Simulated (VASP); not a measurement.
# Ag (P6_3/mmc) in VASP: relaxation of cell and atoms with PBE

Aim: the relaxation of cell and atoms of Ag with PBE.

Everything below comes from runs of VASP 6.6.1. Logs are shortened: lines on timing, memory, paths and dates and some standing lists are left out, and cuts for length are marked.

**1. The cell of the first run**

The structure is hexagonal, space group P6_3/mmc (No. 194). Conventional cell: a = 2.911 Å, b = 2.911 Å, c = 9.464 Å, α = 90.00°, β = 90.00°, γ = 120.00°. Ag (site symmetry -3m) has 12 Ag at 2.90 to 2.91 Å within 3.8 Å. Within 3.8 Å of Ag (site symmetry -6m2) lie 12 Ag at 2.90 to 2.91 Å.

**2. Relaxation of cell and atoms, PBE**

Contents of INCAR:

```
PREC = Accurate
ENCUT = 600
EDIFF = 1E-6
ISMEAR = 0
SIGMA = 0.1
LREAL = False
LASPH = True
NELM = 100
ALGO = Normal
ISIF = 3
LWAVE = False
LCHARG = False
GGA = PE
IBRION = 2
NSW = 100
EDIFFG = -0.005
```

Contents of KPOINTS:

```
Automatic mesh
0
Gamma
  18 18 6
```

Contents of POSCAR:

```
Ag
1.0
    2.9111314733      0.0000000000      0.0000000000
   -1.4555657366      2.5211138096      0.0000000000
    0.0000000000      0.0000000000      9.4637087400
Ag
4
Direct
    0.0000000000      0.0000000000      0.0000000000
    0.0000000000      0.0000000000      0.5000000000
    0.3333333300      0.6666666700      0.2500000000
    0.6666666700      0.3333333300      0.7500000000
```

Potentials or basis: VASP PAW PBE potentials, release 64 (Ag).

Run with:

```bash
> cat potpaw_PBE.64/Ag/POTCAR > POTCAR
> mpirun -np 1 vasp_std > vasp.out
```

OUTCAR:

```text
PREC = Accurate
   ENCUT = 600
   EDIFF = 1E-6
   ISMEAR = 0
   LREAL = False
   LASPH = True
   NELM = 100
   ISIF = 3
   GGA = PE
   IBRION = 2
   NSW = 100
   EDIFFG = -0.005

 ion  position               nearest neighbor table
   1  0.000  0.000  0.000-   3 2.90   4 2.90   3 2.90   4 2.90   4 2.90   3 2.90
   2  0.000  0.000  0.500-   3 2.90   4 2.90   3 2.90   4 2.90   4 2.90   3 2.90
   3  0.333  0.667  0.250-   1 2.90   2 2.90   1 2.90   2 2.90   1 2.90   2 2.90
   4  0.667  0.333  0.750-   1 2.90   2 2.90   1 2.90   2 2.90   1 2.90   2 2.90

  LATTYP: Found a hexagonal cell.
 ALAT       =     2.9111314733
 C/A-ratio  =     3.2508695766

  Lattice vectors:

 A1 = (   2.9111314733,   0.0000000000,   0.0000000000)
 A2 = (  -1.4555657366,   2.5211138096,   0.0000000000)
 A3 = (   0.0000000000,   0.0000000000,   9.4637087400)

Analysis of symmetry for initial positions (statically):
=====================================================================
 Subroutine PRICEL returns:
 Original cell was already a primitive cell.

 Routine SETGRP: Setting up the symmetry group for a
 hexagonal supercell.

 Subroutine GETGRP returns: Found 24 space group operations
 (whereof 12 operations were pure point group operations)
 out of a pool of 24 trial point group operations.

The static configuration has the point symmetry D_3d.
 The point group associated with its full space group is D_6h.

Analysis of symmetry for dynamics (positions and initial velocities):
=====================================================================
 Subroutine PRICEL returns:
 Original cell was already a primitive cell.

 Routine SETGRP: Setting up the symmetry group for a
 hexagonal supercell.

 Subroutine GETGRP returns: Found 24 space group operations
 (whereof 12 operations were pure point group operations)
 out of a pool of 24 trial point group operations.

The dynamic configuration has the point symmetry D_3d.
 The point group associated with its full space group is D_6h.

 Subroutine INISYM returns: Found 24 space group operations
 (whereof 12 operations are pure point group operations),
 and found     1 'primitive' translations

----------------------------------------------------------------------------------------

                                     Primitive cell

  volume of cell :      69.4569

  direct lattice vectors                    reciprocal lattice vectors
     2.911131473  0.000000000  0.000000000     0.343509048  0.198325041  0.000000000
    -1.455565737  2.521113810  0.000000000     0.000000000  0.396650082  0.000000000
     0.000000000  0.000000000  9.463708740     0.000000000  0.000000000  0.105666819

  length of vectors
     2.911131473  2.911131473  9.463708740     0.396650082  0.396650082  0.105666819

  position of ions in fractional coordinates (direct lattice)
     0.000000000  0.000000000  0.000000000
     0.000000000  0.000000000  0.500000000
     0.333333330  0.666666670  0.250000000
     0.666666670  0.333333330  0.750000000

  ion indices of the primitive-cell ions
   primitive index   ion index
                 1           1
                 2           2
                 3           3
                 4           4

----------------------------------------------------------------------------------------

 KPOINTS: Automatic mesh

Automatic generation of k-mesh.
 Grid dimensions read from file:
 generate k-points for:   18   18    6

 Generating k-lattice:

  Cartesian coordinates                     Fractional coordinates (reciprocal lattice)
     0.019083836  0.011018058  0.000000000     0.055555556 -0.000000000  0.000000000
     0.000000000  0.022036116  0.000000000     0.000000000  0.055555556  0.000000000
     0.000000000  0.000000000  0.017611137     0.000000000  0.000000000  0.166666667

  Length of vectors
     0.022036116  0.022036116  0.017611137

  Shift w.r.t. Gamma in fractional coordinates (k-lattice)
     0.000000000  0.000000000  0.000000000

 Subroutine IBZKPT returns following result:
 ===========================================

 Found    148 irreducible k-points:

 Following reciprocal coordinates:
            Coordinates               Weight
  0.000000  0.000000  0.000000      1.000000
  0.055556  0.000000  0.000000      6.000000
  0.111111  0.000000  0.000000      6.000000
  0.166667  0.000000  0.000000      6.000000
  0.222222  0.000000  0.000000      6.000000
  0.277778  0.000000  0.000000      6.000000
[... 16 lines left out ...]
  0.333333  0.111111  0.000000     12.000000
  0.388889  0.111111  0.000000     12.000000
 [... further k-points ...]
   k-points           NKPTS =    148   k-points in BZ     NKDIM =    148   number of bands    NBANDS=     26
   number of dos      NEDOS =    301   number of ions     NIONS =      4
   total plane-waves  NPLWV =  46080
   dimension x,y,z NGX =    24 NGY =   24 NGZ =   80
   dimension x,y,z NGXF=    48 NGYF=   48 NGZF=  160
   ions per type =               4
   NGX,Y,Z   is equivalent  to a cutoff of  13.71, 13.71, 14.05 a.u.
   NGXF,Y,Z  is equivalent  to a cutoff of  27.41, 27.41, 28.11 a.u.
 SYSTEM =  unknown system
   PREC   = accura    normal or accurate (medium, high low for compatibility)
   ISTART =      0    job   : 0-new  1-cont  2-samecut
   ICHARG =      2    charge: 1-file 2-atom 10-const
   ISPIN  =      1    spin polarized calculation?
   LNONCOLLINEAR =      F non collinear calculations
   LSORBIT =      F    spin-orbit coupling
   LASPH  =      T    aspherical Exc in radial PAW
   ENCUT  =  600.0 eV  44.10 Ry    6.64 a.u.   5.81  5.81 18.90*2*pi/ulx,y,z
   NELM   =    100;   NELMIN=  2; NELMDL= -5     # of ELM steps
   EDIFF  = 0.1E-05   stopping-criterion for ELM
   LREAL  =      F    real-space projection
   EDIFFG = -.5E-02   stopping-criterion for IOM
   NSW    =    100    number of steps for IOM
   IBRION =      2    ionic relax: 0-MD 1-quasi-New 2-CG
   NFREE  =      1    steps in history (QN), initial steepest desc. (CG)
   ISIF   =      3    stress and relaxation
   ISYM   =      2    0-nonsym 1-usesym 2-fastsym
   POTIM  = 0.5000    time-step for ionic-motion
   TEBEG  =    0.0;   TEEND  =   0.0 temperature during run
   PSTRESS=    0.0 pullay stress
   NELECT =      44.0000    total number of electrons
   NUPDOWN=      -1.0000    fix difference up-down
   EMIN   =  10.00;   EMAX   =-10.00  energy-range for DOS
   EFERMI =   0.00;   METHOD = LEGACY
   ISMEAR =     0;   SIGMA  =   0.10  broadening in eV -4-tet -1-fermi 0-gaus
   EFERMI_NEDOS =   21; number of points for ismear=-14 and -15
   IALGO  =     38    algorithm
   IMIX   =      4    mixing-type and parameters
     AMIX     =   0.40;   BMIX     =  1.00
     AMIX_MAG =   1.60;   BMIX_MAG =  1.00
  volume/ion in A,a.u.               =      17.36       117.18
  Fermi-wavevector in a.u.,A,eV,Ry     =   1.406006  2.656966 26.896717  1.976853
  Thomas-Fermi vector in A             =   2.528410
   LORBIT       =      0    0 simple, 1 ext, 2 COOP (PROOUT), +10 PAW based schemes
   GGA     = PE    functional components
   LHFCALC =     F    Hartree Fock is set to
   AEXX    =    0.0000 exact exchange contribution
   IVDW    =     0    specifies the selected vdW correction
   LEPSILON=     F    determine dielectric tensor
   LRPA    =     F    only Hartree local field effects (RPA)
 conjugate gradient relaxation of ions
 non-spin polarized calculation
 Gauss-broadening in eV      SIGMA  =   0.10
  energy-cutoff  :      600.00
  volume of cell :       69.46
 maximum number of plane-waves:      2346
 NGX is ok and might be reduce to    24
   NGX = 11   NGY = 11   NGZ = 37

--------------------------------------- Ionic step        1  -------------------------------------------

 number of electron      44.0000002 magnetization

 Free energy of the ion-electron system (eV)
  ---------------------------------------------------
  ext. energy  EPLUGINS =         0.00000000
  ---------------------------------------------------
  free energy    TOTEN  =       -10.84933927 eV

  energy without entropy =      -10.84278827  energy(sigma->0) =      -10.84606377

------------------------ aborting loop because EDIFF is reached ----------------------------------------

  FORCE on cell =-STRESS in cart. coord.  units (eV):
  Direction    XX          YY          ZZ          XY          YZ          ZX
  --------------------------------------------------------------------------------------
  -------------------------------------------------------------------------------------
  Total        1.0652968      1.0652968      1.2767505      0.0000000     -0.0000000      0.0000000
  in kB       24.5734183     24.5734183     29.4510626      0.0000000     -0.0000000      0.0000000
  external PRESSURE =      26.1992998 kB  Pullay stress =       0.0000000 kB
[... 175 lines left out ...]
  energy  without entropy=      -10.8577262304  energy(sigma->0) =      -10.86112542

--------------------------------------- Ionic step        6  -------------------------------------------

 number of electron      44.0000010 magnetization

 Free energy of the ion-electron system (eV)
  ---------------------------------------------------
  ext. energy  EPLUGINS =         0.00000000
  ---------------------------------------------------
  free energy    TOTEN  =       -10.86457205 eV

  energy without entropy =      -10.85777365  energy(sigma->0) =      -10.86117285

 E-fermi :   7.7985     XC(G=0): -11.9396

 val. band max:        7.7966314305   @ k =   0.0556   0.0556   0.1667
 cond. band min:       7.8011899401   @ k =   0.1667   0.0000   0.3333
 fundamental gap:      0.0045585096
 Fermi energy:         7.7984988326

 k-point     1 :       0.0000    0.0000    0.0000
  band No.  band energies     occupation
      1       0.3741      2.00000
      2       1.6936      2.00000
      3       1.6995      2.00000
      4       1.7044      2.00000
      5       3.1566      2.00000
      6       3.1566      2.00000
[... 685 lines left out ...]
     25      12.6054      0.00000
     26      12.7142      0.00000

 [... further k-points ...]
[... 5 lines left out ...]
  --------------------------------------------------------------------------------------
  -------------------------------------------------------------------------------------
  Total       -0.0136892     -0.0136892     -0.0129459     -0.0000000     -0.0000000      0.0000000
  in kB       -0.3072807     -0.3072807     -0.2905964     -0.0000000     -0.0000000      0.0000000
  external PRESSURE =      -0.3017192 kB  Pullay stress =       0.0000000 kB
[... 19 lines left out ...]
  FREE ENERGIE OF THE ION-ELECTRON SYSTEM (eV)
  ---------------------------------------------------
  free  energy   TOTEN  =       -10.8645720482 eV

  energy  without entropy=      -10.8577736508  energy(sigma->0) =      -10.86117285

 reached required accuracy - stopping structural energy minimisation
```

Run time: 5.3 min. Hardware: 1 thread of Intel Xeon Platinum 8559C (Emerald Rapids), shared host; peak memory 0.4 GiB.

Results:

- Free energy: -10.8646 eV
- Relaxed volume: 17.84 Å³/atom
- Relaxed cell: a = 2.933 Å, b = 2.933 Å, c = 9.582 Å, α = 90.00°, β = 90.00°, γ = 120.00°
- Space group after relaxing (to 0.05 Å): P6_3/mmc (No. 194)
- Energy gained by relaxing: 3.8 meV/atom
- Ionic steps: 6
- Pressure after relaxing: 0.0 GPa
- Band gap on the k mesh: zero (band 22 reaches 11.16 eV, above the bottom of band 23 at 4.73 eV)

The path:
| step | energy change (eV) | largest force (eV/Å) | pressure (GPa) | volume (Å³) |
| --- | --- | --- | --- | --- |
| 1 | 0.0000 | 0.0000 | 2.62 | 69.46 |
| 2 | -0.0113 | 0.0000 | -1.23 | 72.35 |
| 3 | -0.0151 | 0.0000 | 0.00 | 71.35 |
| 4 | -0.0151 | 0.0000 | -0.06 | 71.39 |
| 5 | -0.0152 | 0.0000 | -0.04 | 71.38 |
| 6 | -0.0152 | 0.0000 | -0.03 | 71.38 |

Final structure:
```xyz
4
Lattice="2.9328 0.0000 0.0000 -1.4664 2.5399 0.0000 0.0000 0.0000 9.5817" Properties=species:S:1:pos:R:3 pbc="T T T"
Ag    0.0000    0.0000    0.0000
Ag    0.0000    0.0000    4.7909
Ag    0.0000    1.6933    2.3954
Ag    1.4664    0.8466    7.1863
```
